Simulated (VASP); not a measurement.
Set up this calculation in VASP 6.6.1, as the native input.

* Task: single point
* Functional: PBE
* Potentials or basis: VASP PAW PBE potentials, release 64 (Be, Pt)
* Cutoff: 520 eV
* k mesh: 16 × 16 × 16
* Occupations: fermi-dirac, width 0.1 eV
* Spin: non-collinear spin, zero start, spin-orbit coupling
* Starting moments: [[0.0, 0.0, 0.0], [0.0, 0.0, 0.0]] μB
* Dipole correction: no
* Further INCAR settings: ALGO = Normal; EDIFF = 1e-06; NBANDS = 24

The structure of BePt lies in POSCAR:

```
BePt
1.0
    0.0000000000      2.2824940500      2.2824940500
    2.2824940500      0.0000000000      2.2824940500
    2.2824940500      2.2824940500      0.0000000000
Be Pt
1 1
Direct
    0.0000000000      0.0000000000      0.0000000000
    0.5000000000      0.5000000000      0.5000000000
```

These files were run (other wordings do the same):

INCAR

```
SYSTEM = BePt
PREC = Accurate ; ENCUT = 520
EDIFF = 1E-6 ; ISMEAR = -1
SIGMA = 0.1 ; LREAL = .False.
LASPH = .True. ; NELM = 150
ALGO = Normal ; ISIF = 2
LWAVE = .False. ; LCHARG = .False.
MAGMOM = 0 0 0 0 0 0 ; LORBIT = 11
LSORBIT = .True. ; GGA_COMPAT = .False.
LORBMOM = .True. ; LMAXMIX = 4
GGA = PE ; NBANDS = 24
```

KPOINTS

```
Automatic mesh
0
Gamma
  16 16 16
  0 0 0
```

Potentials or basis: VASP PAW PBE potentials, release 64 (Be, Pt).

The run is started by

```sh
$ cat potpaw_PBE.64/Be/POTCAR potpaw_PBE.64/Pt/POTCAR > POTCAR
$ mpirun -np 1 vasp_ncl > vasp.out
```

It gave:

```
Pressure                                              : 11.8 GPa
Net moment                                            : 0.00 μB per cell
Valence electrons inside the program's atomic spheres : Be 1.16; Pt 9.50
```

Caveat: the cell stands under pressure.

Wall time 62 s on 1 thread of Intel(R) Xeon(R) 6975P-C (Granite Rapids), on a shared host, peak memory 0.28 GiB.
